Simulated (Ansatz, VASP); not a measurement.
# GaAs: VASP beside Ansatz

```
Ga As
1.0
     0.00000    2.82685    2.82685
     2.82685    0.00000    2.82685
     2.82685    2.82685    0.00000
Ga As
1 1
Direct
  0.00000 0.00000 0.00000
  0.75000 0.75000 0.75000
```

Alike in both runs: task electric field gradients; functional r2SCAN; k mesh 10 × 10 × 10; occupations fermi-dirac, width 0.08 eV; no spin polarisation.

```csv
,VASP,Ansatz
version,VASP 6.6.1,Ansatz 0.2.0
potentials or method,"VASP PAW PBE potentials, release 64 (Ga_d, As)","PAW with Ansatz's default frozen-core files, scalar-relativistic"
plane-wave cutoff (eV),520,500
valence electrons in the cell,18,28
```

```tsv
	VASP	Ansatz	Ansatz less VASP
pressure (GPa)	0.6	0.5	-0.11
```

VASP's potentials were made for PBE, not for r2SCAN. The functional is the same, so the differences come from potentials, cutoffs and numerics. VASP's potentials hold 18 valence electrons a cell and Ansatz's 28, so a difference there can come from the potentials and not from the codes.
